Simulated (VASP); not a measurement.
Wanted: the native input for a VASP 6.6.1 run.

```
Task                   : single point
Functional             : PBE
Potentials or basis    : VASP PAW PBE potentials, release 64 (Be, Te)
Cutoff                 : 520 eV
k mesh                 : 8 × 8 × 8
Occupations            : fermi-dirac, width 0.02 eV
Spin                   : no spin polarisation
Dipole correction      : no
Further INCAR settings : ALGO = Normal; EDIFF = 1e-06; NBANDS = 11
```

The structure of BeTe lies in POSCAR:

```
BeTe
1.0
    0.0000000000      2.8286236282      2.8286236282
    2.8286236282      0.0000000000      2.8286236282
    2.8286236282      2.8286236282      0.0000000000
Be Te
1 1
Direct
    0.0000000000      0.0000000000      0.0000000000
    0.2500000000      0.2500000000      0.2500000000
```

The input as run:

INCAR

```
PREC     = Accurate       # precision mode
ENCUT    = 520            # plane-wave cutoff, eV
EDIFF    = 1E-6           # SCF threshold, eV
ISMEAR   = -1             # smearing method
SIGMA    = 0.02           # smearing width, eV
LREAL    = F              # projectors in reciprocal space
LASPH    = T              # aspherical terms in the spheres
NELM     = 60             # most SCF steps
ALGO     = Normal         # electronic algorithm
ISIF     = 2              # what is computed and relaxed
LWAVE    = F              # write WAVECAR
LCHARG   = F              # write CHGCAR
GGA      = PE             # functional
NBANDS   = 11             # bands
```

KPOINTS

```
Automatic mesh
0
Gamma
  8 8 8
```

Potentials or basis: VASP PAW PBE potentials, release 64 (Be, Te).

Launch:

```sh
$ cat potpaw_PBE.64/Be/POTCAR potpaw_PBE.64/Te/POTCAR > POTCAR
$ mpirun -np 1 vasp_std > vasp.out
```

It gave:

The pressure is 0.3 GPa and the band gap on the k mesh is 2.01 eV (least direct gap 3.62 eV).

Caveat: spin-orbit coupling is left out, which moves the levels of the heavy elements.

It took 6.9 s on 1 thread of Intel(R) Xeon(R) 6975P-C (Granite Rapids), with other jobs on the host, peak memory 0.17 GiB.
